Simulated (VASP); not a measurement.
**As: single point with PBE**

The system is As, a slab with vacuum.

```
As
1.0
     3.66428    0.00000    0.00000
    -1.83214    3.17336    0.00000
     0.00000    0.00000   26.41564
As
2
Direct
  0.33333 0.66667 0.32103
  0.66667 0.33333 0.37204
```

This cell differs from its parent crystal: strain +2.5%.

- Program: VASP 6.6.1
- Task: single point
- Functional: PBE
- Potentials or basis: VASP PAW PBE potentials, release 64 (As)
- Cutoff: 520 eV
- k mesh: 12 × 12 × 1
- Occupations: fermi-dirac, width 0.02 eV
- Spin: no spin polarisation
- Dipole correction: yes
- Further INCAR settings: ALGO = Normal; EDIFF = 1e-06; NBANDS = 12

```json
{
 "Largest force": "0.431 eV/Å",
 "Band gap on the k mesh": "1.72 eV, indirect (least direct gap 1.82 eV)"
}
```

Forces in eV/Å, atoms in the order of the input:
```
As   0.000  0.000 -0.431
As   0.000  0.000  0.431
```

Levels at points of the mesh, in eV from the valence-band top:
```tsv
k point	band 1	band 2	band 3	band 4	band 5	band 6	band 7	band 8	band 9	band 10
(0.00, 0.00, 0.00)	-13.20	-6.80	-0.11	-0.10	-0.10	1.72	3.50	3.50	5.11	5.35
(0.50, 0.00, 0.00)	-10.88	-8.96	-3.09	-1.87	-1.23	2.01	3.54	4.71	6.59	8.43
```

Wall time 61 s on 1 thread of Intel(R) Xeon(R) Platinum 8559C (Emerald Rapids), on a shared host, peak memory 0.36 GiB.

Caveat: the cell differs from its parent crystal (strain +2.5%).
